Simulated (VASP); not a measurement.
# LuTa2 (P6/mmm) in VASP: further runs

LuTa2 is run at these levels: PBE; tasks: relaxation of cell and atoms, single point.

Everything below comes from runs of VASP 6.6.1. Logs are shortened: lines on timing, memory, paths and dates and some standing lists are left out, and cuts for length are marked.

## Step 1: The cell of the first run

Symmetry: P6/mmm, No. 191, hexagonal system. The conventional cell has a = 4.528 Å, b = 4.528 Å, c = 3.514 Å, α = 90.00°, β = 90.00°, γ = 120.00°. Within 3.6 Å of Lu (site symmetry 6/mmm) lie 6 Ta at 2.61 Å and 2 Lu at 3.51 Å. Within 3.6 Å of Ta (site symmetry -6m2) lie 5 Ta at 2.61 to 3.51 Å and 3 Lu at 2.61 Å.

The cell was generated, and may not be a known phase.

## Step 2: Relaxation of cell and atoms, PBE

INCAR reads:

```
  PREC = Accurate
  ENCUT = 600
  EDIFF = 1E-7
  ISMEAR = 0
  SIGMA = 0.1
  LREAL = False
  LASPH = True
  NELM = 60
  ALGO = Normal
  ISIF = 3
  LWAVE = False
  LCHARG = False
  GGA = PE
  IBRION = 2
  NSW = 90
  EDIFFG = -0.04
```

KPOINTS reads:

```
Automatic mesh
0
Gamma
  6 6 6
```

POSCAR reads:

```
LuTa2
1.0
    4.5282064400      0.0000000000      0.0000000000
   -2.2641032200      3.9215418100      0.0000000000
    0.0000000000      0.0000000000      3.5138471400
Lu Ta
1 2
Direct
    0.0000000000      0.0000000000      0.0000000000
    0.3333333300      0.6666666700      0.0000000000
    0.6666666700      0.3333333300      0.0000000000
```

Potentials or basis: VASP PAW PBE potentials, release 64 (Lu, Ta_pv).

Launch:

```console
> cat potpaw_PBE.64/Lu/POTCAR potpaw_PBE.64/Ta_pv/POTCAR > POTCAR
> mpirun -np 1 vasp_std > vasp.out
```

OUTCAR:

```text
PREC = Accurate
   ENCUT = 600
   EDIFF = 1E-7
   ISMEAR = 0
   LREAL = False
   LASPH = True
   NELM = 60
   ISIF = 3
   GGA = PE
   IBRION = 2
   NSW = 90
   EDIFFG = -0.04

 ion  position               nearest neighbor table
   1  0.000  0.000  0.000-   2 2.61   3 2.61   2 2.61   3 2.61   3 2.61   2 2.61
   2  0.333  0.667  0.000-   3 2.61   1 2.61   3 2.61   1 2.61   1 2.61   3 2.61
   3  0.667  0.333  0.000-   2 2.61   1 2.61   2 2.61   1 2.61   1 2.61   2 2.61

  LATTYP: Found a hexagonal cell.
 ALAT       =     4.5282064400
 C/A-ratio  =     0.7759909330

  Lattice vectors:

 A1 = (   4.5282064400,   0.0000000000,   0.0000000000)
 A2 = (  -2.2641032200,   3.9215418100,   0.0000000000)
 A3 = (   0.0000000000,   0.0000000000,   3.5138471400)

Analysis of symmetry for initial positions (statically):
=====================================================================
 Subroutine PRICEL returns:
 Original cell was already a primitive cell.

 Routine SETGRP: Setting up the symmetry group for a
 hexagonal supercell.

 Subroutine GETGRP returns: Found 24 space group operations
 (whereof 24 operations were pure point group operations)
 out of a pool of 24 trial point group operations.

The static configuration has the point symmetry D_6h.

Analysis of symmetry for dynamics (positions and initial velocities):
=====================================================================
 Subroutine PRICEL returns:
 Original cell was already a primitive cell.

 Routine SETGRP: Setting up the symmetry group for a
 hexagonal supercell.

 Subroutine GETGRP returns: Found 24 space group operations
 (whereof 24 operations were pure point group operations)
 out of a pool of 24 trial point group operations.

The dynamic configuration has the point symmetry D_6h.

 Subroutine INISYM returns: Found 24 space group operations
 (whereof 24 operations are pure point group operations),
 and found     1 'primitive' translations

----------------------------------------------------------------------------------------

                                     Primitive cell

  volume of cell :      62.3973

  direct lattice vectors                    reciprocal lattice vectors
     4.528206440  0.000000000  0.000000000     0.220837988  0.127500872  0.000000000
    -2.264103220  3.921541810  0.000000000     0.000000000  0.255001744  0.000000000
     0.000000000  0.000000000  3.513847140     0.000000000  0.000000000  0.284588361

  length of vectors
     4.528206440  4.528206439  3.513847140     0.255001744  0.255001744  0.284588361

  position of ions in fractional coordinates (direct lattice)
     0.000000000  0.000000000  0.000000000
[... 98 lines left out ...]
   IMIX   =      4    mixing-type and parameters
     AMIX     =   0.40;   BMIX     =  1.00
     AMIX_MAG =   1.60;   BMIX_MAG =  1.00
  volume/ion in A,a.u.               =      20.80       140.36
  Fermi-wavevector in a.u.,A,eV,Ry     =   1.489540  2.814822 30.187642  2.218729
  Thomas-Fermi vector in A             =   2.602435
   LORBIT       =      0    0 simple, 1 ext, 2 COOP (PROOUT), +10 PAW based schemes
   GGA     = PE    functional components
   LHFCALC =     F    Hartree Fock is set to
   AEXX    =    0.0000 exact exchange contribution
   IVDW    =     0    specifies the selected vdW correction
   LEPSILON=     F    determine dielectric tensor
   LRPA    =     F    only Hartree local field effects (RPA)
 conjugate gradient relaxation of ions
 non-spin polarized calculation
 Gauss-broadening in eV      SIGMA  =   0.10
  energy-cutoff  :      600.00
  volume of cell :       62.40
 maximum number of plane-waves:      2115
   NGX = 19   NGY = 19   NGZ = 15

--------------------------------------- Ionic step        1  -------------------------------------------

 number of electron      47.0000006 magnetization

 Free energy of the ion-electron system (eV)
  ---------------------------------------------------
  ext. energy  EPLUGINS =         0.00000000
  ---------------------------------------------------
  free energy    TOTEN  =       -22.54722339 eV

  energy without entropy =      -22.53578931  energy(sigma->0) =      -22.54150635

------------------------ aborting loop because EDIFF is reached ----------------------------------------

  FORCE on cell =-STRESS in cart. coord.  units (eV):
  Direction    XX          YY          ZZ          XY          YZ          ZX
  --------------------------------------------------------------------------------------
  -------------------------------------------------------------------------------------
  Total       17.9296695     17.9296695     -6.3736757     -0.0000000     -0.0000000      0.0000000
  in kB      460.3805160    460.3805158   -163.6570094     -0.0000000     -0.0000000      0.0000000
  external PRESSURE =     252.3680075 kB  Pullay stress =       0.0000000 kB
[... 92 lines left out ...]
  FREE ENERGIE OF THE ION-ELECTRON SYSTEM (eV)
  ---------------------------------------------------
  free  energy   TOTEN  =       -24.9186365920 eV

  energy  without entropy=      -24.8984713398  energy(sigma->0) =      -24.90855397

 E-fermi :   3.1952     XC(G=0): -10.8935

 val. band max:        3.1559922352   @ k =   0.1667  -0.0000   0.1667
 cond. band min:       3.2077751321   @ k =   0.5000   0.0000   0.3333
 fundamental gap:      0.0517828969
 Fermi energy:         3.1952429973

 k-point     1 :       0.0000    0.0000    0.0000
  band No.  band energies     occupation
      1     -52.9811      2.00000
      2     -31.7128      2.00000
      3     -31.7128      2.00000
      4     -31.5462      2.00000
      5     -31.4747      2.00000
      6     -31.3805      2.00000
[... 733 lines left out ...]
     27       4.5689      0.00000
     28       5.8338      0.00000

 [... further k-points ...]

[... ionic steps 4 to 10 ...]

--------------------------------------- Ionic step       11  -------------------------------------------

 number of electron      46.9999991 magnetization

------------------------ aborting loop because EDIFF is reached ----------------------------------------
[... 69 lines left out ...]
--------------------------------------- Ionic step       13  -------------------------------------------

 number of electron      46.9999994 magnetization

 Free energy of the ion-electron system (eV)
  ---------------------------------------------------
  ext. energy  EPLUGINS =         0.00000000
  ---------------------------------------------------
  free energy    TOTEN  =       -25.90107918 eV

  energy without entropy =      -25.88166956  energy(sigma->0) =      -25.89137437

 E-fermi :   4.0420     XC(G=0): -11.7912

 val. band max:        4.0409236190   @ k =   0.3333   0.1667   0.1667
 cond. band min:       4.0893794579   @ k =   0.3333  -0.0000   0.0000
 fundamental gap:      0.0484558389
 Fermi energy:         4.0420031423

 k-point     1 :       0.0000    0.0000    0.0000
  band No.  band energies     occupation
      1     -51.7489      2.00000
      2     -30.4074      2.00000
      3     -30.4074      2.00000
      4     -30.0220      2.00000
      5     -30.0220      2.00000
      6     -29.7835      2.00000
[... 765 lines left out ...]
  FREE ENERGIE OF THE ION-ELECTRON SYSTEM (eV)
  ---------------------------------------------------
  free  energy   TOTEN  =       -25.9010791764 eV

  energy  without entropy=      -25.8816695579  energy(sigma->0) =      -25.89137437

 reached required accuracy - stopping structural energy minimisation
```

OSZICAR:

```text
N       E                     dE             d eps       ncg     rms          rms(c)
DAV:   1     0.394607105620E+03    0.39461E+03   -0.24181E+04  2132   0.551E+03
DAV:   2     0.147413489013E+02   -0.37987E+03   -0.37071E+03  1840   0.731E+02
DAV:   3    -0.209625665405E+02   -0.35704E+02   -0.33513E+02  1716   0.144E+02
[... 272 lines left out ...]
DAV:   5    -0.259010207577E+02   -0.27669E-04   -0.89312E-05  2236   0.999E-02    0.530E-02
DAV:   6    -0.259010740565E+02   -0.53299E-04   -0.10557E-04  2728   0.100E-01    0.225E-02
DAV:   7    -0.259010786099E+02   -0.45534E-05   -0.11897E-05  2260   0.378E-02    0.803E-03
DAV:   8    -0.259010789914E+02   -0.38150E-06   -0.18213E-06  2344   0.194E-02    0.216E-03
DAV:   9    -0.259010791435E+02   -0.15209E-06   -0.32701E-07  1588   0.456E-03    0.651E-04
DAV:  10    -0.259010791764E+02   -0.32895E-07   -0.91401E-08   936   0.200E-03
  13 F= -.25901079E+02 E0= -.25891374E+02  d E =-.144275E-02
```

Wall time 8.3 min (1 thread of Intel Xeon 6975P-C (Granite Rapids), shared host); peak memory 0.24 GiB.

Results:

* Free energy: -25.9011 eV
* Relaxed volume: 21.69 Å³/atom
* Relaxed cell: a = 5.111 Å, b = 5.111 Å, c = 2.877 Å, α = 90.00°, β = 90.00°, γ = 120.00°
* Space group after relaxing (to 0.1 Å): P6/mmm (No. 191)
* Energy gained by relaxing: 1118.0 meV/atom
* Ionic steps: 13
* Pressure after relaxing: 0.2 GPa
* Band gap on the k mesh: zero (an odd number of electrons rules out a gap without spin polarisation)

Stress tensor (GPa, compression positive):
```
0.19 0.00 0.00
0.00 0.19 0.00
0.00 0.00 0.09
```

Step by step:
```tsv
step	energy change (eV)	largest force (eV/Å)	pressure (GPa)	volume (Å³)
1	0.0000	0.0000	25.24	62.40
2	-0.9934	0.0000	-19.81	92.95
3	-2.3714	0.0000	-10.95	78.08
4	-2.3725	0.0000	-10.16	77.42
5	-3.1900	0.0000	-2.05	66.60
6	-3.2588	0.0000	-5.03	68.45
7	-3.2598	0.0000	-5.96	69.13
8	-3.2611	0.0000	-5.68	68.90
9	-3.2918	0.0000	6.13	62.04
10	-3.3524	0.0000	0.29	64.98
11	-3.3524	0.0000	0.44	64.90
12	-3.3534	0.0000	0.02	65.17
13	-3.3539	0.0000	0.16	65.08
```

Final structure:
```
Lu Ta
1.0
     5.11114    0.00000    0.00000
    -2.55557    4.42637    0.00000
     0.00000    0.00000    2.87657
Lu Ta
1 2
Direct
  0.00000 0.00000 0.00000
  0.33333 0.66667 0.00000
  0.66667 0.33333 0.00000
```

Levels at points of the mesh, in eV from the Fermi level:
| k point | band 22 | band 23 | band 24 | band 25 | band 26 | band 27 |
| --- | --- | --- | --- | --- | --- | --- |
| (0.00, 0.00, 0.00) | -0.90 | -0.81 | -0.81 | -0.48 | 1.40 | 1.40 |
| (0.50, 0.00, 0.00) | -1.28 | -1.19 | -0.43 | -0.03 | 0.89 | 2.24 |
| (0.00, 0.00, 0.50) | -1.43 | -0.39 | 0.86 | 0.86 | 0.95 | 0.95 |
| (0.50, 0.00, 0.50) | -1.29 | -0.65 | -0.16 | 0.82 | 1.22 | 1.99 |

Caveat: a cell axis changed by over 15 % at a fixed basis, so the end point is rough; spin-orbit coupling is left out, which moves the levels of the heavy elements.

## Step 3: Single point, PBE

This run uses another cell than the first one, of 21.67 Å³/atom.

INCAR reads:

```
SYSTEM = LuTa2
PREC = Accurate
ENCUT = 520
EDIFF = 1E-6
ISMEAR = 0
SIGMA = 0.1
LREAL = .FALSE.
LASPH = .TRUE.
NELM = 60
ALGO = Fast
ISIF = 2
LWAVE = .FALSE.
LCHARG = .FALSE.
GGA = PE
NBANDS = 30
```

KPOINTS reads:

```
Automatic mesh
0
G
  12 12 16
  0 0 0
```

POSCAR reads:

```
LuTa2
1.0
    5.1178878505      0.0000000000      0.0000000000
   -2.5589439252      4.4322208923      0.0000000000
    0.0000000000      0.0000000000      2.8664426762
Lu Ta
1 2
Direct
    0.0000000000      0.0000000000      0.0000000000
    0.3333333333      0.6666666667      0.0000000000
    0.6666666667      0.3333333333      0.0000000000
```

Potentials or basis: VASP PAW PBE potentials, release 64 (Lu, Ta_pv).

Launch:

```console
> cat potpaw_PBE.64/Lu/POTCAR potpaw_PBE.64/Ta_pv/POTCAR > POTCAR
> mpirun -np 1 vasp_std > vasp.out
```

Run time: 6.1 min. Hardware: 1 thread of Intel Xeon 6975P-C (Granite Rapids), shared host; peak memory 0.47 GiB.

Results (log left out):

| Item | Value |
| --- | --- |
| Free energy | -25.8874 eV |
| Pressure | 0.3 GPa |
| Band gap on the k mesh | zero (an odd number of electrons rules out a gap without spin polarisation) |

Levels at points of the mesh, in eV from the Fermi level:
```tsv
k point	band 20	band 21	band 22	band 23	band 24	band 25	band 26	band 27
(0.00, 0.00, 0.00)	-1.96	-0.98	-0.98	-0.89	-0.89	-0.56	1.33	1.33
(0.50, 0.00, 0.00)	-3.68	-1.57	-1.41	-1.26	-0.49	-0.10	0.80	2.21
(0.00, 0.00, 0.50)	-2.10	-1.52	-1.52	-0.45	0.81	0.81	0.90	0.90
(0.50, 0.00, 0.50)	-2.28	-2.10	-1.34	-0.69	-0.21	0.79	1.08	1.87
```

Caveat: spin-orbit coupling is left out, which moves the levels of the heavy elements.

The gap in the log of VASP goes by the Fermi energy; the results here count the filled bands.